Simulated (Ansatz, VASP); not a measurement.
## One calculation of AgCl, two programs

The input POSCAR:

```
AgCl
1.0
    0.0000000000      2.7886410693      2.7886410693
    2.7886410693      0.0000000000      2.7886410693
    2.7886410693      2.7886410693      0.0000000000
Ag Cl
1 1
Direct
    0.0000000000      0.0000000000      0.0000000000
    0.5000000000      0.5000000000      0.5000000000
```

Contents of INCAR.step1:

```
PREC = Accurate ; ENCUT = 520
ISMEAR = -1 ; SIGMA = 0.05
LREAL = F ; LASPH = T
NELM = 80 ; NBANDS = 16
GGA = PE ; ALGO = Normal
EDIFF = 1E-4 ; LWAVE = T
LCHARG = F
```

File INCAR.step2:

```
PREC = Accurate ; ENCUT = 520
EDIFF = 1E-7 ; ISMEAR = -1
SIGMA = 0.05 ; LREAL = F
LASPH = T ; NELM = 80
ALGO = Normal ; ISIF = 2
LWAVE = F ; LCHARG = F
METAGGA = R2SCAN ; LMIXTAU = T
NBANDS = 16 ; ISTART = 1
```

Contents of KPOINTS:

```
Automatic mesh
0
Gamma
  8 8 8
```

File input.yaml:

```yaml
crystal:
  lattice:
    - [0.0, 2.7886410693, 2.7886410693]
    - [2.7886410693, 0.0, 2.7886410693]
    - [2.7886410693, 2.7886410693, 0.0]
  atoms:
    - { symbol: Ag, position: [0.0, 0.0, 0.0] }
    - { symbol: Cl, position: [0.5, 0.5, 0.5] }
hamiltonian:
  xc: r2scan
  pseudopotentials: { kind: paw }
kpoints:
  mp_grid: { grid: [8, 8, 8] }
scf:
  occupations: { method: fermi_dirac, width: 0.05 }
output:
  forces: true
  stress: true
  eigenvalues: true
```

Alike in both runs: task single point; functional r2SCAN; k mesh 8 × 8 × 8; occupations fermi-dirac, width 0.05 eV; no spin polarisation.

|  | VASP | Ansatz |
| --- | --- | --- |
| version | VASP 6.6.1 | Ansatz 0.2.0 |
| potentials or method | VASP PAW PBE potentials, release 64 (Ag, Cl) | Ansatz PAW |
| plane-wave cutoff (eV) | 520 | 500 |
| valence electrons in the cell | 18 | 26 |

Ansatz gave:

| Item | Value |
| --- | --- |
| gap on the k mesh at the Fermi level (eV) | 1.48 |
| least direct gap on the mesh (eV) | 3.69 |
| pressure (GPa) | -0.8 |

Question: Which values does VASP return?

Answer: gap on the k mesh at the Fermi level (eV): 1.42; least direct gap on the mesh (eV): 3.64; pressure (GPa): -0.9.

VASP's potentials were made for PBE, not for r2SCAN. VASP's potentials hold 18 valence electrons a cell and Ansatz's 26, so a difference there can come from the potentials and not from the codes.
